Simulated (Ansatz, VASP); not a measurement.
# Ga8N7 in VASP and in Ansatz

```xyz
15
Lattice="0.0000 0.0000 5.2432 3.2184 5.5744 0.0000 -6.4367 0.0000 0.0000" Properties=species:S:1:pos:R:3 pbc="T T T"
Ga   -1.6092    0.9291    2.6938
Ga   -4.8276    0.9242    2.6131
Ga   -0.0042    3.7187    2.6131
Ga   -3.2142    3.7187    2.6131
Ga   -3.1842    1.8384    5.2132
Ga   -0.0341    1.8384    5.2132
Ga   -1.6092    4.6453    5.2404
Ga    1.6092    4.6847    5.2132
N    -4.8276    0.9258    4.5903
N    -0.0029    3.7179    4.5903
N    -3.2155    3.7179    4.5903
N    -3.2068    1.8515    1.9764
N    -0.0115    1.8515    1.9764
N    -1.6092    4.6453    1.9693
N     1.6092    4.6586    1.9764
```

Change from the starting cell: N vacancy (site b), charge +0, atoms relaxed at the host's cell.

Alike in both runs: functional PBE; k mesh 3 × 3 × 3; occupations gaussian, width 0.01 eV; collinear spin.

Ansatz relaxed the structure, and its values are those at the end. VASP's run is a single point on that final structure, the one shown.

|  | VASP | Ansatz |
| --- | --- | --- |
| version | VASP 6.6.1 | Ansatz 0.2.0 |
| potentials or method | VASP PAW PBE potentials, release 64 (Ga_d, N), cutoff 520 eV | scalar-relativistic, plane waves, PAW |
| valence electrons in the cell | 139 | 139 |

Ansatz gave:

```
gap on the k mesh at the Fermi level (eV)                     : none
rms of the force components (eV/Å)                            : 0.003
net moment per atom (μB)                                      : 0.02
size of the moment on the site where the two differ most (μB) : 0.01
```

Problem. Estimate VASP's values.

Solution. gap on the k mesh at the Fermi level (eV): none; rms of the force components (eV/Å): 0.006; net moment per atom (μB): 0.02; size of the moment on the site where the two differ most (μB): 0.04.

Site moments also hang on the region over which each program counts them. A gap of «none» marks a metal or a gap that the smearing closes.

The k mesh is coarse, so the values compare programs but aren't converged.
